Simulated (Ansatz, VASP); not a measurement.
## One calculation of SiC, two programs

```
Si C
1.0
     0.00000    2.18985    2.18985
     2.18985    0.00000    2.18985
     2.18985    2.18985    0.00000
Si C
1 1
Direct
  0.75000 0.75000 0.75000
  0.00000 0.00000 0.00000
```

Alike in both runs: task single point; functional LDA; k mesh 11 × 11 × 11; occupations fermi-dirac, width 0.01 eV; no spin polarisation.

```csv
,VASP,Ansatz
version,VASP 6.6.1,Ansatz 0.2.0
potentials or method,"VASP PAW LDA potentials, release 64 (Si, C), cutoff 600 eV",plane-wave PAW DFT
valence electrons in the cell,8,8
```

VASP gave:

```
gap on the k mesh at the Fermi level (eV) : 1.41
```

Problem. Estimate Ansatz's values.

Solution. gap on the k mesh at the Fermi level (eV): 1.42.

Ansatz warns that its potentials were made for another functional, while VASP's fit it. LDA's correlation is that of Perdew and Zunger in VASP and of Perdew and Wang (1992) in Ansatz.
